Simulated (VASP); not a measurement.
# P (R-3m) in VASP: notebook, part 2 of 2

VASP 6.6.1. The steps go on from the part before.

## 3. Single point, PBEsol (volume scaled by 1.04)

Input file INCAR:

```
  ALGO = Normal
  EDIFF = 1E-6
  ENCUT = 520
  GGA = PS
  ISIF = 2
  ISMEAR = -1
  LASPH = True
  LCHARG = True
  LELF = True
  LREAL = False
  LVHAR = True
  LWAVE = False
  NBANDS = 12
  NELM = 100
  PREC = Accurate
  SIGMA = 0.05
```

Input file KPOINTS:

```
k-points
0
Gamma
  9 9 9
```

Input file POSCAR:

```
P
1.0
    1.7484346925      1.0094592404      3.1708647352
   -1.7484346925      1.0094592404      3.1708647352
    0.0000000000     -2.0189184807      3.1708647352
P
2
Direct
    0.7729197500      0.7729197500      0.7729197500
    0.2270802500      0.2270802500      0.2270802500
```

Potentials or basis: VASP PAW PBE potentials, release 64 (P).

Run with:

```sh
> cat potpaw_PBE.64/P/POTCAR > POTCAR
> mpirun -np 1 vasp_std > vasp.out
```

OUTCAR:

```text
EDIFF = 1E-6
   ENCUT = 520
   GGA = PS
   ISIF = 2
   ISMEAR = -1
   LASPH = True
   LREAL = False
   NELM = 100
   PREC = Accurate

 ion  position               nearest neighbor table
   1  0.773  0.773  0.773-   2 2.32   2 2.32   2 2.32   2 2.86   2 2.86   2 2.86
   2  0.227  0.227  0.227-   1 2.32   1 2.32   1 2.32   1 2.86   1 2.86   1 2.86

  LATTYP: Found a trigonal (rhomboedric) cell.
 ALAT       =     3.7590444266
 COS(alpha) =     0.5673129383

  Lattice vectors:

 A1 = (   1.7484346925,   1.0094592404,   3.1708647352)
 A2 = (  -1.7484346925,   1.0094592404,   3.1708647352)
 A3 = (   0.0000000000,  -2.0189184807,   3.1708647352)

Analysis of symmetry for initial positions (statically):
=====================================================================
 Subroutine PRICEL returns:
 Original cell was already a primitive cell.

 Routine SETGRP: Setting up the symmetry group for a
 trigonal (rhombohedral) supercell.

 Subroutine GETGRP returns: Found 12 space group operations
 (whereof 12 operations were pure point group operations)
 out of a pool of 12 trial point group operations.

The static configuration has the point symmetry D_3d.

Analysis of symmetry for dynamics (positions and initial velocities):
[... 164 lines left out ...]

 k-point     1 :       0.0000    0.0000    0.0000
  band No.  band energies     occupation
      1      -7.7591      2.00000
      2       4.5341      2.00000
      3       5.3524      2.00000
      4       5.5804      2.00000
      5       5.5804      2.00000
      6       9.6742      0.00000
      7      10.9774      0.00000
      8      10.9774      0.00000
      9      14.1639      0.00000
     10      14.1639      0.00000
     11      15.4049      0.00000
     12      15.5680      0.00000
[... 331 lines left out ...]
 k-point    24 :       0.4444    0.4444    0.0000
  band No.  band energies     occupation
      1      -4.4801      2.00000
      2      -1.1830      2.00000
      3       1.7746      2.00000
      4       3.2016      2.00000
      5       3.3039      2.00000
      6       8.6189      0.03168
      7      14.1290      0.00000
      8      15.4304      0.00000
      9      15.8754      0.00000
     10      17.2497      0.00000
     11      20.7569      0.00000
     12      20.9505      0.00000

 [... further k-points ...]
[... 5 lines left out ...]
  --------------------------------------------------------------------------------------
  -------------------------------------------------------------------------------------
  Total       -0.9894457     -0.9894457     -1.1015841      0.0000000     -0.0000000      0.0000000
  in kB      -47.2101509    -47.2101509    -52.5606912      0.0000000     -0.0000000      0.0000000
  external PRESSURE =     -48.9936643 kB  Pullay stress =       0.0000000 kB

 VOLUME and BASIS-vectors are now :
 -----------------------------------------------------------------------------
  energy-cutoff  :      520.00
  volume of cell :       33.58
      direct lattice vectors                 reciprocal lattice vectors
     1.748434693  1.009459240  3.170864735     0.285970075  0.165104900  0.105123795
    -1.748434693  1.009459240  3.170864735    -0.285970075  0.165104900  0.105123795
     0.000000000 -2.018918481  3.170864735     0.000000000 -0.330209799  0.105123795

 POSITION                                       TOTAL-FORCE (eV/Angst)
 -----------------------------------------------------------------------------------
      0.00000      0.00000      7.35247         0.000000      0.000000      0.014800
      0.00000      0.00000      2.16012         0.000000     -0.000000     -0.014800
 -----------------------------------------------------------------------------------
    total drift:                                0.000000     -0.000000     -0.000000

  FREE ENERGIE OF THE ION-ELECTRON SYSTEM (eV)
  ---------------------------------------------------
  free  energy   TOTEN  =       -11.5358810034 eV

  energy  without entropy=      -11.5338770618  energy(sigma->0) =      -11.53487903
```

OSZICAR:

```text
N       E                     dE             d eps       ncg     rms          rms(c)
DAV:   1     0.204834560739E+02    0.20483E+02   -0.44385E+03  2040   0.715E+02
DAV:   2    -0.104014576528E+02   -0.30885E+02   -0.29374E+02  2672   0.116E+02
DAV:   3    -0.115738240631E+02   -0.11724E+01   -0.11672E+01  2692   0.214E+01
DAV:   4    -0.115811939239E+02   -0.73699E-02   -0.73682E-02  2428   0.206E+00
DAV:   5    -0.115812561004E+02   -0.62177E-04   -0.62175E-04  2624   0.181E-01    0.641E+00
DAV:   6    -0.115518634222E+02    0.29393E-01   -0.62812E-03  2432   0.465E-01    0.379E+00
DAV:   7    -0.115357784862E+02    0.16085E-01   -0.13984E-02  2428   0.728E-01    0.809E-02
DAV:   8    -0.115358672643E+02   -0.88778E-04   -0.97369E-04  2436   0.207E-01    0.460E-02
DAV:   9    -0.115358770249E+02   -0.97606E-05   -0.29610E-05  2600   0.369E-02    0.281E-02
DAV:  10    -0.115358808572E+02   -0.38323E-05   -0.37762E-06  2456   0.126E-02    0.420E-03
DAV:  11    -0.115358810034E+02   -0.14623E-06   -0.22488E-07  1364   0.315E-03
   1 F= -.11535881E+02 E0= -.11534879E+02  d E =-.200394E-02
```

stdout:

```text
POSCAR found type information on POSCAR P
 POSCAR found :  1 types and       2 ions
 scaLAPACK will be used
 -----------------------------------------------------------------------------
|                                                                             |
|                                                                             |
|     You enforced a specific xc type in the INCAR file but a different       |
|     I HOPE YOU KNOW WHAT YOU ARE DOING!                                     |
|                                                                             |
 -----------------------------------------------------------------------------

 LDA part: xc-table for (Slater+PW92), standard interpolation
 POSCAR, INCAR and KPOINTS ok, starting setup
 FFT: planning ... GRIDC
 FFT: planning ... GRID_SOFT
 FFT: planning ... GRID
 WAVECAR not read
 entering main loop
```

It took 14 s on 1 thread of Intel Xeon 6975P-C (Granite Rapids), shared host; peak memory 0.15 GiB.

What came out:

```yaml
Free_energy: -11.5359 eV
Pressure: -4.9 GPa
Largest_force: 0.015 eV/Å
Band_gap_on_the_k_mesh: zero (band 5 reaches 8.86 eV, above the bottom of band 6 at 8.20 eV)
```

Forces on the atoms (eV/Å):
```
P    0.000  0.000  0.015
P    0.000  0.000 -0.015
```

Stress tensor (GPa, compression positive):
```
-4.72  0.00  0.00
 0.00 -4.72  0.00
 0.00  0.00 -5.26
```

Levels at points of the mesh, in eV from the Fermi level:
```tsv
k point	band 3	band 4	band 5	band 6	band 7	band 8
(0.00, 0.00, 0.00)	-3.06	-2.83	-2.83	1.26	2.56	2.56
```

Caveat: the PAW data sets were made with another functional, which shifts forces and pressure a little.

## 4. Single point, PBEsol (volume scaled by 1.06)

Input file INCAR:

```
SYSTEM = P
PREC = Accurate ; ENCUT = 520
EDIFF = 1E-6 ; ISMEAR = -1
SIGMA = 0.05 ; LREAL = .FALSE.
LASPH = .TRUE. ; NELM = 60
ALGO = Normal ; ISIF = 2
LWAVE = .FALSE. ; LCHARG = .FALSE.
GGA = PS ; NBANDS = 12
```

Input file KPOINTS:

```
Automatic mesh
0
G
  9 9 9
  0 0 0
```

Input file POSCAR:

```
P
1.0
    1.7595715195      1.0158890905      3.1910618704
   -1.7595715195      1.0158890905      3.1910618704
    0.0000000000     -2.0317781808      3.1910618704
P
2
Direct
    0.7729197500      0.7729197500      0.7729197500
    0.2270802500      0.2270802500      0.2270802500
```

Potentials or basis: VASP PAW PBE potentials, release 64 (P).

Run with:

```sh
> cat potpaw_PBE.64/P/POTCAR > POTCAR
> mpirun -np 1 vasp_std > vasp.out
```

OUTCAR:

```text
SYSTEM = P
   PREC = Accurate
   ENCUT = 520
   EDIFF = 1E-6
   ISMEAR = -1
   LREAL = .FALSE.
   LASPH = .TRUE.
   NELM = 60
   ISIF = 2
   GGA = PS

 ion  position               nearest neighbor table
   1  0.773  0.773  0.773-   2 2.34   2 2.34   2 2.34   2 2.88   2 2.88   2 2.88
   2  0.227  0.227  0.227-   1 2.34   1 2.34   1 2.34   1 2.88   1 2.88   1 2.88

  LATTYP: Found a trigonal (rhomboedric) cell.
 ALAT       =     3.7829880303
 COS(alpha) =     0.5673129382

  Lattice vectors:

 A1 = (   1.7595715195,   1.0158890905,   3.1910618704)
 A2 = (  -1.7595715195,   1.0158890905,   3.1910618704)
 A3 = (   0.0000000000,  -2.0317781808,   3.1910618704)

Analysis of symmetry for initial positions (statically):
=====================================================================
 Subroutine PRICEL returns:
 Original cell was already a primitive cell.

 Routine SETGRP: Setting up the symmetry group for a
 trigonal (rhombohedral) supercell.

 Subroutine GETGRP returns: Found 12 space group operations
 (whereof 12 operations were pure point group operations)
 out of a pool of 12 trial point group operations.

The static configuration has the point symmetry D_3d.

Analysis of symmetry for dynamics (positions and initial velocities):
=====================================================================
 Subroutine PRICEL returns:
 Original cell was already a primitive cell.

 Routine SETGRP: Setting up the symmetry group for a
 trigonal (rhombohedral) supercell.

 Subroutine GETGRP returns: Found 12 space group operations
 (whereof 12 operations were pure point group operations)
 out of a pool of 12 trial point group operations.

The dynamic configuration has the point symmetry D_3d.

 Subroutine INISYM returns: Found 12 space group operations
 (whereof 12 operations are pure point group operations),
 and found     1 'primitive' translations

[... 116 lines left out ...]
  Fermi-wavevector in a.u.,A,eV,Ry     =   1.086330  2.052865 16.056397  1.180112
  Thomas-Fermi vector in A             =   2.222464
   LORBIT       =      0    0 simple, 1 ext, 2 COOP (PROOUT), +10 PAW based schemes
   GGA     = PS    functional components
   LHFCALC =     F    Hartree Fock is set to
   AEXX    =    0.0000 exact exchange contribution
   IVDW    =     0    specifies the selected vdW correction
   LEPSILON=     F    determine dielectric tensor
   LRPA    =     F    only Hartree local field effects (RPA)
 non-spin polarized calculation
  energy-cutoff  :      520.00
  volume of cell :       34.22
 maximum number of plane-waves:       939
   NGX = 15   NGY = 15   NGZ = 15

 number of electron      10.0000000 magnetization

 Free energy of the ion-electron system (eV)
  ---------------------------------------------------
  ext. energy  EPLUGINS =         0.00000000
  ---------------------------------------------------
  free energy    TOTEN  =       -11.51332160 eV

  energy without entropy =      -11.51154649  energy(sigma->0) =      -11.51243404

 E-fermi :   8.1476     XC(G=0): -10.6220

 val. band max:        8.1395416843   @ k =   0.4444   0.4444   0.4444
 cond. band min:       8.1498082578   @ k =   0.3333   0.1111   0.1111
 fundamental gap:      0.0102665735
 Fermi energy:         8.1476163715

 k-point     1 :       0.0000    0.0000    0.0000
  band No.  band energies     occupation
      1      -7.8265      2.00000
      2       4.1558      2.00000
      3       5.1560      2.00000
      4       5.3658      2.00000
      5       5.3658      2.00000
      6       9.4154      0.00000
      7      10.7070      0.00000
      8      10.7070      0.00000
      9      13.9193      0.00000
     10      13.9193      0.00000
     11      15.1160      0.00000
     12      15.3364      0.00000
[... 331 lines left out ...]
 k-point    24 :       0.4444    0.4444    0.0000
  band No.  band energies     occupation
      1      -4.6188      2.00000
      2      -1.3556      2.00000
      3       1.5920      2.00000
      4       3.0400      2.00000
      5       3.1494      2.00000
      6       8.4583      0.00400
      7      13.7509      0.00000
      8      15.0592      0.00000
      9      15.4470      0.00000
     10      16.9935      0.00000
     11      20.3616      0.00000
     12      20.6382      0.00000

 [... further k-points ...]
[... 5 lines left out ...]
  --------------------------------------------------------------------------------------
  -------------------------------------------------------------------------------------
  Total       -1.3612638     -1.3612638     -1.3312949      0.0000000     -0.0000000      0.0000000
  in kB      -63.7254890    -63.7254890    -62.3225436      0.0000000     -0.0000000      0.0000000
  external PRESSURE =     -63.2578405 kB  Pullay stress =       0.0000000 kB

 VOLUME and BASIS-vectors are now :
 -----------------------------------------------------------------------------
  energy-cutoff  :      520.00
  volume of cell :       34.22
      direct lattice vectors                 reciprocal lattice vectors
     1.759571519  1.015889090  3.191061870     0.284160089  0.164059904  0.104458436
    -1.759571519  1.015889090  3.191061870    -0.284160089  0.164059904  0.104458436
     0.000000000 -2.031778181  3.191061870     0.000000000 -0.328119808  0.104458436

 POSITION                                       TOTAL-FORCE (eV/Angst)
 -----------------------------------------------------------------------------------
      0.00000      0.00000      7.39930         0.000000      0.000000      0.137580
      0.00000      0.00000      2.17388         0.000000     -0.000000     -0.137580
 -----------------------------------------------------------------------------------
    total drift:                                0.000000     -0.000000     -0.000000

  FREE ENERGIE OF THE ION-ELECTRON SYSTEM (eV)
  ---------------------------------------------------
  free  energy   TOTEN  =       -11.5133215988 eV

  energy  without entropy=      -11.5115464861  energy(sigma->0) =      -11.51243404
```

OSZICAR:

```text
N       E                     dE             d eps       ncg     rms          rms(c)
DAV:   1     0.209887437875E+02    0.20989E+02   -0.44160E+03  2040   0.713E+02
DAV:   2    -0.103392547683E+02   -0.31328E+02   -0.29839E+02  2700   0.114E+02
DAV:   3    -0.115485336620E+02   -0.12093E+01   -0.12034E+01  2664   0.213E+01
DAV:   4    -0.115560800840E+02   -0.75464E-02   -0.75452E-02  2444   0.209E+00
DAV:   5    -0.115561424872E+02   -0.62403E-04   -0.62402E-04  2664   0.185E-01    0.621E+00
DAV:   6    -0.115285400952E+02    0.27602E-01   -0.55320E-03  2460   0.441E-01    0.367E+00
DAV:   7    -0.115132061871E+02    0.15334E-01   -0.12806E-02  2440   0.701E-01    0.830E-02
DAV:   8    -0.115133085655E+02   -0.10238E-03   -0.83589E-04  2428   0.191E-01    0.415E-02
DAV:   9    -0.115133184645E+02   -0.98990E-05   -0.24299E-05  2596   0.334E-02    0.248E-02
DAV:  10    -0.115133214723E+02   -0.30078E-05   -0.29197E-06  2456   0.111E-02    0.425E-03
DAV:  11    -0.115133215988E+02   -0.12655E-06   -0.22886E-07  1380   0.308E-03
   1 F= -.11513322E+02 E0= -.11512434E+02  d E =-.177511E-02
```

It took 14 s on 1 thread of Intel Xeon 6975P-C (Granite Rapids), shared host; peak memory 0.15 GiB.

Results:

```
Free energy            : -11.5133 eV
Pressure               : -6.3 GPa
Largest force          : 0.138 eV/Å
Band gap on the k mesh : zero (band 5 reaches 8.54 eV, above the bottom of band 6 at 7.95 eV)
```

Forces in eV/Å, atoms in the order of the input:
```
P    0.000  0.000  0.138
P    0.000  0.000 -0.138
```

Stress tensor (GPa, compression positive):
```
-6.37  0.00  0.00
 0.00 -6.37  0.00
 0.00  0.00 -6.23
```

Levels at points of the mesh, in eV from the Fermi level:
```csv
k point,band 3,band 4,band 5,band 6,band 7,band 8
"(0.00, 0.00, 0.00)",-2.99,-2.78,-2.78,1.27,2.56,2.56
```

Caveat: the PAW data sets were made with another functional, which shifts forces and pressure a little.

## 5. Summary

```csv
cell,gap on the mesh (eV),pressure (GPa),largest force (eV/Å)
"a = 3.685 Å, angles 55.4°, 2 atoms",none,0.0,0.36
"a = 3.759 Å, angles 55.4°, 2 atoms",none,-4.9,0.01
"a = 3.783 Å, angles 55.4°, 2 atoms",none,-6.3,0.14
```

Alike in all rows: task single point; level PBEsol; potentials or basis VASP PAW PBE potentials, release 64 (P); no spin polarisation; k mesh 9 × 9 × 9; cutoff (eV) 520; smearing fermi-dirac 0.05 eV.

Caveats: the PAW data sets were made with another functional, which shifts forces and pressure a little.

Absolute energies hang on the potentials; compare differences alone.
